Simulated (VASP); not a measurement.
Ni: relaxation of cell and atoms with PBEsol

The system is Ni.

```
CELL_PARAMETERS angstrom
3.94393 0.00000 0.00000
-1.97197 3.41555 0.00000
0.00000 0.00000 2.38689
ATOMIC_POSITIONS crystal
Ni 0.00000 0.00000 0.00000
Ni 0.33333 0.66667 0.50000
Ni 0.66667 0.33333 0.50000
```

This isn't the form of Ni at room conditions, which is fcc.

| Item | Value |
| --- | --- |
| Program | VASP 6.6.1 |
| Task | relaxation of cell and atoms |
| Functional | PBEsol |
| Potentials or basis | VASP PAW PBE potentials, release 64 (Ni) |
| Cutoff | 600 eV |
| k mesh | 9 × 9 × 13 |
| Occupations | fermi-dirac, width 0.1 eV |
| Spin | collinear spin, ferromagnetic start |
| Starting moments | [1.0, 1.0, 1.0] μB |
| Target pressure | -2.2 GPa |
| Dipole correction | no |
| Further INCAR settings | ALGO = Normal; EDIFF = 1e-06; IBRION = 2; EDIFFG = -0.005; NSW = 32; ISIF = 3 |

| Property | Result |
| --- | --- |
| Relaxed volume | 10.71 Å³/atom |
| Relaxed cell | a = 3.943 Å, b = 3.943 Å, c = 2.386 Å, α = 90.00°, β = 90.00°, γ = 120.00° |
| Space group after relaxing (to 0.1 Å) | P6/mmm (No. 191) |
| Energy change on relaxing (the run minimises the enthalpy) | -0.1 meV/atom |
| Ionic steps | 3 |
| Pressure after relaxing | -2.2 GPa |
| Net moment | 1.79 μB per cell |
| Site moments | Ni +0.58, +0.61 (each value once) μB |
| Valence electrons inside the program's atomic spheres | Ni 9.30, 9.39 (each value once) |

Stress tensor (GPa, compression positive):
```
-2.15  0.00  0.00
 0.00 -2.15  0.00
 0.00  0.00 -2.24
```

Step by step:
```
step  energy change (eV)  largest force (eV/Å)  pressure (GPa)  volume (Å³)
   1              0.0000                0.0000           -2.36        32.15
   2             -0.0007                0.0000           -1.96        32.10
   3             -0.0003                0.0000           -2.18        32.13
```

Final structure:
```
CELL_PARAMETERS angstrom
3.94331 0.00000 0.00000
-1.97165 3.41501 0.00000
0.00000 0.00000 2.38588
ATOMIC_POSITIONS crystal
Ni 0.00000 0.00000 0.00000
Ni 0.33333 0.66667 0.50000
Ni 0.66667 0.33333 0.50000
```

Levels at points of the mesh, in eV from the Fermi level:
Spin up:
```
           k point  band 13  band 14  band 15  band 16  band 17  band 18  band 19  band 20
(0.00, 0.00, 0.00)    -1.51    -1.51    -0.41    -0.41     6.14     6.14     6.16     6.16
```
Spin down:
| k point | band 12 | band 13 | band 14 | band 15 | band 16 | band 17 |
| --- | --- | --- | --- | --- | --- | --- |
| (0.00, 0.00, 0.00) | -0.91 | -0.87 | -0.87 | 0.27 | 0.27 | 6.40 |

Run time: 86 s on 1 thread of Intel(R) Xeon(R) 6975P-C (Granite Rapids), on a shared host, peak memory 0.24 GiB.

Caveat: the cell is relaxed towards a set pressure, so the run minimises the enthalpy, not the energy; the PAW data sets were made with another functional, which shifts forces and pressure a little.
